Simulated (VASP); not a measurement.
Crystal: KF.

```
K F
1.0
     0.00000    2.67350    2.67350
     2.67350    0.00000    2.67350
     2.67350    2.67350    0.00000
K F
1 1
Direct
  0.00000 0.00000 0.00000
  0.50000 0.50000 0.50000
```

Base run:

* Program: VASP 6.6.1
* Functional: r2SCAN
* Potentials or basis: VASP PAW PBE potentials, release 64 (K_sv, F)
* Cutoff: 520 eV
* k mesh: 9 × 9 × 9
* Occupations: fermi-dirac, width 0.01 eV
* Spin: no spin polarisation

Its results: band gap on the k mesh 6.82 eV; pressure -0.6 GPa.

After a change of settings the same cell gave: band gap on the k mesh 6.16 eV; pressure 1.4 GPa. Which change was it?
A. functional from r2SCAN to PBEsol; further incar settings from ALGO = Normal; EDIFF = 1e-08; NBANDS = 15 to ALGO = Normal; EDIFF = 1e-06; NBANDS = 15
B. functional from r2SCAN to LDA; potentials or basis from VASP PAW PBE potentials, release 64 (K_sv, F) to VASP PAW LDA potentials, release 64 (K_sv, F)
C. functional from r2SCAN to PBEsol
D. functional from r2SCAN to PBE; further incar settings from ALGO = Normal; EDIFF = 1e-08; NBANDS = 15 to ALGO = Normal; EDIFF = 1e-07; NBANDS = 15

D.

Caveats: an odd mesh through Γ misses points on the zone boundary, where band edges can lie; the PAW data sets were made with another functional, which shifts forces and pressure a little (at least some runs).
